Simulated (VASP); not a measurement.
# InSb (F-43m) in VASP: notebook

InSb is run at these levels: r2SCAN; tasks: single point.

Everything below comes from runs of VASP 6.6.1. Logs are shortened: lines on timing, memory, paths and dates and some standing lists are left out, and cuts for length are marked.

### 1 The cell of the first run

It takes space group F-43m (No. 216, cubic). Conventional cell: a = 6.114 Å, b = 6.114 Å, c = 6.114 Å, α = 90.00°, β = 90.00°, γ = 90.00°. In (site symmetry -43m) has 4 Sb at 2.65 Å within 3.5 Å. Sb (site symmetry -43m) has 4 In at 2.65 Å within 3.5 Å.

### 2 Single point, r2SCAN

Input file POSCAR:

```
InSb
1.0
    0.0000000000      3.0570271254      3.0570271254
    3.0570271254      0.0000000000      3.0570271254
    3.0570271254      3.0570271254      0.0000000000
In Sb
1 1
Direct
    0.0000000000      0.0000000000      0.0000000000
    0.7500000000      0.7500000000      0.7500000000
```

Input file INCAR.step1:

```
PREC = Accurate
ENCUT = 520
ISMEAR = -1
SIGMA = 0.1
LREAL = False
LASPH = True
NELM = 60
NBANDS = 16
GGA = PE
ALGO = Normal
EDIFF = 1E-4
LWAVE = True
LCHARG = False
```

Input file INCAR.step2:

```
PREC = Accurate
ENCUT = 520
EDIFF = 1E-6
ISMEAR = -1
SIGMA = 0.1
LREAL = False
LASPH = True
NELM = 60
ALGO = Normal
ISIF = 2
LWAVE = False
LCHARG = False
METAGGA = R2SCAN
LMIXTAU = True
NBANDS = 16
ISTART = 1
```

Input file KPOINTS:

```
regular mesh
0
Gamma
  12 12 12
```

Potentials or basis: VASP PAW PBE potentials, release 64 (In_d, Sb).

Run with:

```sh
$ cat potpaw_PBE.64/In_d/POTCAR potpaw_PBE.64/Sb/POTCAR > POTCAR
$ cp INCAR.step1 INCAR
$ mpirun -np 1 vasp_std > vasp.out
$ cp INCAR.step2 INCAR
$ mpirun -np 1 vasp_std > vasp.out
```

OUTCAR:

```text
PREC = Accurate
   ENCUT = 520
   EDIFF = 1E-6
   ISMEAR = -1
   LREAL = False
   LASPH = True
   NELM = 60
   ISIF = 2
   METAGGA = R2SCAN
   ISTART = 1

 ion  position               nearest neighbor table
   1  0.000  0.000  0.000-   2 2.65   2 2.65   2 2.65   2 2.65
   2  0.750  0.750  0.750-   1 2.65   1 2.65   1 2.65   1 2.65

  LATTYP: Found a face centered cubic cell.
 ALAT       =     6.1140542508

  Lattice vectors:

 A1 = (   0.0000000000,   3.0570271254,   3.0570271254)
 A2 = (   3.0570271254,   0.0000000000,   3.0570271254)
 A3 = (   3.0570271254,   3.0570271254,   0.0000000000)

Analysis of symmetry for initial positions (statically):
=====================================================================
 Subroutine PRICEL returns:
 Original cell was already a primitive cell.

 Routine SETGRP: Setting up the symmetry group for a
 face centered cubic supercell.

 Subroutine GETGRP returns: Found 24 space group operations
 (whereof 24 operations were pure point group operations)
 out of a pool of 48 trial point group operations.

The static configuration has the point symmetry T_d .

Analysis of symmetry for dynamics (positions and initial velocities):
=====================================================================
 Subroutine PRICEL returns:
 Original cell was already a primitive cell.

 Routine SETGRP: Setting up the symmetry group for a
 face centered cubic supercell.

 Subroutine GETGRP returns: Found 24 space group operations
 (whereof 24 operations were pure point group operations)
 out of a pool of 48 trial point group operations.

The dynamic configuration has the point symmetry T_d .

 Subroutine INISYM returns: Found 24 space group operations
 (whereof 24 operations are pure point group operations),
 and found     1 'primitive' translations

----------------------------------------------------------------------------------------

                                     Primitive cell

  volume of cell :      57.1384

  direct lattice vectors                    reciprocal lattice vectors
     0.000000000  3.057027125  3.057027125    -0.163557594  0.163557594  0.163557594
     3.057027125  0.000000000  3.057027125     0.163557594 -0.163557594  0.163557594
     3.057027125  3.057027125  0.000000000     0.163557594  0.163557594 -0.163557594

  length of vectors
     4.323289221  4.323289221  4.323289221     0.283290062  0.283290062  0.283290062

  position of ions in fractional coordinates (direct lattice)
     0.000000000  0.000000000  0.000000000
     0.750000000  0.750000000  0.750000000

  ion indices of the primitive-cell ions
   primitive index   ion index
                 1           1
                 2           2

----------------------------------------------------------------------------------------

 KPOINTS: regular mesh

Automatic generation of k-mesh.
 Grid dimensions read from file:
 generate k-points for:   12   12   12

 Generating k-lattice:

  Cartesian coordinates                     Fractional coordinates (reciprocal lattice)
    -0.013629799  0.013629799  0.013629799     0.083333333  0.000000000  0.000000000
     0.013629799 -0.013629799  0.013629799     0.000000000  0.083333333  0.000000000
     0.013629799  0.013629799 -0.013629799     0.000000000  0.000000000  0.083333333

  Length of vectors
     0.023607505  0.023607505  0.023607505

  Shift w.r.t. Gamma in fractional coordinates (k-lattice)
     0.000000000  0.000000000  0.000000000

 Subroutine IBZKPT returns following result:
 ===========================================

 Found     72 irreducible k-points:

 Following reciprocal coordinates:
            Coordinates               Weight
  0.000000  0.000000  0.000000      1.000000
  0.083333  0.000000  0.000000      8.000000
  0.166667  0.000000  0.000000      8.000000
  0.250000  0.000000  0.000000      8.000000
  0.333333  0.000000  0.000000      8.000000
  0.416667  0.000000  0.000000      8.000000
[... 16 lines left out ...]
  0.500000  0.166667  0.000000     24.000000
 -0.416667  0.166667  0.000000     24.000000
 [... further k-points ...]
   k-points           NKPTS =     72   k-points in BZ     NKDIM =     72   number of bands    NBANDS=     16
   number of dos      NEDOS =    301   number of ions     NIONS =      2
   total plane-waves  NPLWV =  32768
   dimension x,y,z NGX =    32 NGY =   32 NGZ =   32
   dimension x,y,z NGXF=    64 NGYF=   64 NGZF=   64
   ions per type =               1   1
   NGX,Y,Z   is equivalent  to a cutoff of  12.31, 12.31, 12.31 a.u.
   NGXF,Y,Z  is equivalent  to a cutoff of  24.61, 24.61, 24.61 a.u.
 SYSTEM =  unknown system
   PREC   = accura    normal or accurate (medium, high low for compatibility)
   ISTART =      1    job   : 0-new  1-cont  2-samecut
   ICHARG =      0    charge: 1-file 2-atom 10-const
   ISPIN  =      1    spin polarized calculation?
   LNONCOLLINEAR =      F non collinear calculations
   LSORBIT =      F    spin-orbit coupling
   LASPH  =      T    aspherical Exc in radial PAW
   ENCUT  =  520.0 eV  38.22 Ry    6.18 a.u.   8.04  8.04  8.04*2*pi/ulx,y,z
   NELM   =     60;   NELMIN=  2; NELMDL=  0     # of ELM steps
   EDIFF  = 0.1E-05   stopping-criterion for ELM
   LREAL  =      F    real-space projection
   EDIFFG = 0.1E-04   stopping-criterion for IOM
   NSW    =      0    number of steps for IOM
   IBRION =     -1    ionic relax: 0-MD 1-quasi-New 2-CG
   NFREE  =      0    steps in history (QN), initial steepest desc. (CG)
   ISIF   =      2    stress and relaxation
   ISYM   =      2    0-nonsym 1-usesym 2-fastsym
   POTIM  = 0.5000    time-step for ionic-motion
   TEBEG  =    0.0;   TEEND  =   0.0 temperature during run
   PSTRESS=    0.0 pullay stress
   NELECT =      18.0000    total number of electrons
   NUPDOWN=      -1.0000    fix difference up-down
   EMIN   =  10.00;   EMAX   =-10.00  energy-range for DOS
   EFERMI =   0.00;   METHOD = LEGACY
   ISMEAR =    -1;   SIGMA  =   0.10  broadening in eV -4-tet -1-fermi 0-gaus
   EFERMI_NEDOS =   21; number of points for ismear=-14 and -15
   IALGO  =     38    algorithm
   IMIX   =      4    mixing-type and parameters
     AMIX     =   0.40;   BMIX     =  1.00
     AMIX_MAG =   1.60;   BMIX_MAG =  1.00
  volume/ion in A,a.u.               =      28.57       192.79
  Fermi-wavevector in a.u.,A,eV,Ry     =   1.113926  2.105015 16.882535  1.240831
  Thomas-Fermi vector in A             =   2.250516
   LORBIT       =      0    0 simple, 1 ext, 2 COOP (PROOUT), +10 PAW based schemes
   METAGGA = R2SCAN    functional components
   LHFCALC =     F    Hartree Fock is set to
   AEXX    =    0.0000 exact exchange contribution
   IVDW    =     0    specifies the selected vdW correction
   LEPSILON=     F    determine dielectric tensor
   LRPA    =     F    only Hartree local field effects (RPA)
 non-spin polarized calculation
  energy-cutoff  :      520.00
  volume of cell :       57.14
 maximum number of plane-waves:      1572
   NGX = 17   NGY = 17   NGZ = 17

 number of electron      17.9999997 magnetization

 Free energy of the ion-electron system (eV)
  ---------------------------------------------------
  ext. energy  EPLUGINS =         0.00000000
  ---------------------------------------------------
  free energy    TOTEN  =       -48.25400658 eV

  energy without entropy =      -48.25391080  energy(sigma->0) =      -48.25395869

 E-fermi :   7.5295     XC(G=0): -10.0561

 val. band max:        7.0004479083   @ k =   0.0000   0.0000   0.0000
 cond. band min:       8.1367817590   @ k =   0.4167   0.4167   0.0000
 fundamental gap:      1.1363338507
 Fermi energy:         7.5295401594

 k-point     1 :       0.0000    0.0000    0.0000
  band No.  band energies     occupation
      1      -8.6081      2.00000
      2      -8.6081      2.00000
      3      -8.6081      2.00000
      4      -8.4388      2.00000
      5      -8.4388      2.00000
      6      -5.4429      2.00000
[... 8 lines left out ...]
     15      16.0259      0.00000
     16      16.0259      0.00000

 k-point     2 :       0.0833    0.0000    0.0000
  band No.  band energies     occupation
      1      -8.6157      2.00000
      2      -8.6051      2.00000
      3      -8.6051      2.00000
      4      -8.4391      2.00000
      5      -8.4391      2.00000
      6      -5.3569      2.00000
[... 8 lines left out ...]
     15      15.3177      0.00000
     16      15.3177      0.00000

 k-point     3 :       0.1667    0.0000    0.0000
  band No.  band energies     occupation
      1      -8.6357      2.00000
      2      -8.5971      2.00000
      3      -8.5971      2.00000
      4      -8.4398      2.00000
      5      -8.4398      2.00000
      6      -5.1044      2.00000
[... 8 lines left out ...]
     15      14.8046      0.00000
     16      14.8046      0.00000

 k-point     4 :       0.2500    0.0000    0.0000
  band No.  band energies     occupation
      1      -8.6620      2.00000
      2      -8.5868      2.00000
      3      -8.5868      2.00000
      4      -8.4399      2.00000
      5      -8.4399      2.00000
      6      -4.7044      2.00000
[... 8 lines left out ...]
     15      14.8136      0.00000
     16      14.8136      0.00000
[... 324 lines left out ...]
 k-point    22 :       0.4167    0.1667    0.0000
  band No.  band energies     occupation
      1      -8.7127      2.00000
      2      -8.5637      2.00000
      3      -8.5581      2.00000
      4      -8.4524      2.00000
      5      -8.4324      2.00000
      6      -3.7599      2.00000
[... 8 lines left out ...]
     15      16.9857      0.00000
     16      17.2246      0.00000

 k-point    23 :       0.5000    0.1667    0.0000
  band No.  band energies     occupation
      1      -8.7215      2.00000
      2      -8.5612      2.00000
      3      -8.5556      2.00000
      4      -8.4483      2.00000
      5      -8.4343      2.00000
      6      -3.3336      2.00000
[... 8 lines left out ...]
     15      17.3035      0.00000
     16      17.3510      0.00000

 k-point    24 :      -0.4167    0.1667    0.0000
  band No.  band energies     occupation
      1      -8.7211      2.00000
      2      -8.5611      2.00000
      3      -8.5574      2.00000
      4      -8.4437      2.00000
      5      -8.4381      2.00000
      6      -3.2606      2.00000
[... 8 lines left out ...]
     15      16.0722      0.00000
     16      16.5200      0.00000

 [... further k-points ...]

------------------------ aborting loop because EDIFF is reached ----------------------------------------

  FORCE on cell =-STRESS in cart. coord.  units (eV):
  Direction    XX          YY          ZZ          XY          YZ          ZX
  --------------------------------------------------------------------------------------
  -------------------------------------------------------------------------------------
  Total        5.3522030      5.3522030      5.3522030      0.0000000      0.0000000     -0.0000000
  in kB      150.0773972    150.0773972    150.0773972      0.0000000      0.0000000     -0.0000000
  external PRESSURE =     150.0773972 kB  Pullay stress =       0.0000000 kB

 VOLUME and BASIS-vectors are now :
 -----------------------------------------------------------------------------
  energy-cutoff  :      520.00
  volume of cell :       57.14
      direct lattice vectors                 reciprocal lattice vectors
     0.000000000  3.057027125  3.057027125    -0.163557594  0.163557594  0.163557594
     3.057027125  0.000000000  3.057027125     0.163557594 -0.163557594  0.163557594
     3.057027125  3.057027125  0.000000000     0.163557594  0.163557594 -0.163557594

 POSITION                                       TOTAL-FORCE (eV/Angst)
 -----------------------------------------------------------------------------------
      0.00000      0.00000      0.00000        -0.000000     -0.000000     -0.000000
      4.58554      4.58554      4.58554         0.000000      0.000000      0.000000
 -----------------------------------------------------------------------------------
    total drift:                                0.000002      0.000002      0.000002

  FREE ENERGIE OF THE ION-ELECTRON SYSTEM (eV)
  ---------------------------------------------------
  free  energy   TOTEN  =       -48.2540065809 eV

  energy  without entropy=      -48.2539108034  energy(sigma->0) =      -48.25395869
```

Wall time 66 s (1 thread of Intel Xeon 6975P-C (Granite Rapids), shared host); peak memory 0.22 GiB.

Results:

```
Free energy            : -48.2540 eV
Pressure               : 15.0 GPa
Band gap on the k mesh : 1.14 eV, indirect (least direct gap 1.35 eV)
```

Caveat: the PAW data sets were made with another functional, which shifts forces and pressure a little; spin-orbit coupling is left out, which moves the levels of the heavy elements.

### 3 Single point, r2SCAN

This run uses another cell than the first one, of 30.09 Å³/atom, 1.053 times its volume.

Input file POSCAR:

```
InSb
1.0
    0.0000000000      3.1102758037      3.1102758037
    3.1102758037      0.0000000000      3.1102758037
    3.1102758037      3.1102758037      0.0000000000
In Sb
1 1
Direct
    0.0000000000      0.0000000000      0.0000000000
    0.7500000000      0.7500000000      0.7500000000
```

Input file INCAR.step1:

```
PREC     = Accurate       # precision mode
ENCUT    = 520            # plane-wave cutoff, eV
ISMEAR   = -1             # smearing method
SIGMA    = 0.1            # smearing width, eV
LREAL    = False          # projectors in reciprocal space
LASPH    = True           # aspherical terms in the spheres
NELM     = 60             # most SCF steps
NBANDS   = 16             # bands
GGA      = PE             # functional
ALGO     = Normal         # electronic algorithm
EDIFF    = 1E-4           # SCF threshold, eV
LWAVE    = True           # write WAVECAR
LCHARG   = False          # write CHGCAR
```

Input file INCAR.step2:

```
PREC     = Accurate       # precision mode
ENCUT    = 520            # plane-wave cutoff, eV
EDIFF    = 1E-6           # SCF threshold, eV
ISMEAR   = -1             # smearing method
SIGMA    = 0.1            # smearing width, eV
LREAL    = False          # projectors in reciprocal space
LASPH    = True           # aspherical terms in the spheres
NELM     = 60             # most SCF steps
ALGO     = Normal         # electronic algorithm
ISIF     = 2              # what is computed and relaxed
LWAVE    = False          # write WAVECAR
LCHARG   = False          # write CHGCAR
METAGGA  = R2SCAN         # meta-GGA
LMIXTAU  = True         
NBANDS   = 16             # bands
ISTART   = 1
```

Input file KPOINTS:

```
Automatic mesh
0
Gamma
  12 12 12
```

Potentials or basis: VASP PAW PBE potentials, release 64 (In_d, Sb).

Run with:

```sh
$ cat potpaw_PBE.64/In_d/POTCAR potpaw_PBE.64/Sb/POTCAR > POTCAR
$ cp INCAR.step1 INCAR
$ mpirun -np 1 vasp_std > vasp.out
$ cp INCAR.step2 INCAR
$ mpirun -np 1 vasp_std > vasp.out
```

Run time: 1.8 min. Hardware: 1 thread of Intel Xeon 6975P-C (Granite Rapids), shared host; peak memory 0.26 GiB.

The run converged. Its results:

```yaml
Free_energy: -48.4901 eV
Pressure: 10.0 GPa
Band_gap_on_the_k_mesh: 1.01 eV, direct
```

Levels at points of the mesh, in eV from the valence-band top:
| k point | band 7 | band 8 | band 9 | band 10 | band 11 | band 12 |
| --- | --- | --- | --- | --- | --- | --- |
| (0.00, 0.00, 0.00) | 0.00 | 0.00 | 0.00 | 1.01 | 3.17 | 3.17 |
| (0.50, 0.00, 0.00) | -6.45 | -1.26 | -1.26 | 1.09 | 4.08 | 4.08 |
| (0.50, 0.50, 0.00) | -6.68 | -2.82 | -2.82 | 1.33 | 1.45 | 9.50 |

Caveat: the PAW data sets were made with another functional, which shifts forces and pressure a little; spin-orbit coupling is left out, which moves the levels of the heavy elements. A k mesh can miss the band edges.
